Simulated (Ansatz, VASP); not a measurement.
## TaSb in VASP and in Ansatz

```
CELL_PARAMETERS angstrom
0.00000 2.67513 2.67513
2.67513 0.00000 2.67513
2.67513 2.67513 0.00000
ATOMIC_POSITIONS crystal
Ta 0.00000 0.00000 0.00000
Sb 0.50000 0.50000 0.50000
```

Change from the starting cell: volume scaled by 0.9, PAW files.

Alike in both runs: task single point; functional LDA; k mesh 13 × 13 × 13; occupations fermi-dirac, width 0.05 eV; no spin polarisation.

|  | VASP | Ansatz |
| --- | --- | --- |
| version | VASP 6.6.1 | Ansatz 0.2.0 |
| potentials or method | VASP PAW LDA potentials, release 64 (Ta_pv, Sb) | PAW with Ansatz's default frozen-core files, scalar-relativistic |
| plane-wave cutoff (eV) | 520 | 420 |
| valence electrons in the cell | 16 | 28 |

```csv
,VASP,Ansatz,Ansatz less VASP
pressure (GPa),19.1,18.2,-0.85
```

LDA's correlation is that of Perdew and Zunger in VASP and of Perdew and Wang (1992) in Ansatz. VASP's potentials hold 16 valence electrons a cell and Ansatz's 28, so a difference there can come from the potentials and not from the codes.

Neither program's run includes spin-orbit coupling.
